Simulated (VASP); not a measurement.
Write the native input for VASP 6.6.1 that does the following.

* Task: single point
* Functional: PBE
* Potentials or basis: VASP PAW PBE potentials, release 64 (S)
* Cutoff: 520 eV
* k mesh: 17 × 17 × 17
* Occupations: methfessel-paxton, width 0.05 eV
* Spin: no spin polarisation
* Dipole correction: no
* Further INCAR settings: ALGO = Normal; EDIFF = 1e-07; NBANDS = 9

The structure of S lies in POSCAR:

```
S
1.0
    2.3911766820      0.0000000000      0.0000000000
    0.0000000000      2.3911766820      0.0000000000
    0.0000000000      0.0000000000      2.3911766820
S
1
Direct
    0.0000000000      0.0000000000      0.0000000000
```

One way to write it, as run:

INCAR

```
PREC = Accurate ; ENCUT = 520
EDIFF = 1E-7 ; ISMEAR = 1
SIGMA = 0.05 ; LREAL = F
LASPH = T ; NELM = 60
ALGO = Normal ; ISIF = 2
LWAVE = F ; LCHARG = F
GGA = PE ; NBANDS = 9
```

KPOINTS

```
Automatic mesh
0
Gamma
  17 17 17
```

Potentials or basis: VASP PAW PBE potentials, release 64 (S).

Command:

```console
$ cat potpaw_PBE.64/S/POTCAR > POTCAR
$ mpirun -np 1 vasp_std > vasp.out
```

Results of the run:

```yaml
Pressure: 29.7 GPa
Band_gap_on_the_k_mesh: zero (band 3 reaches 14.81 eV, above the bottom of band 4 at 6.12 eV)
```

Wall time 16 s on 1 thread of Intel(R) Xeon(R) Platinum 8375C CPU @ 2.90GHz (Ice Lake) (shared host), peak memory 0.12 GiB.
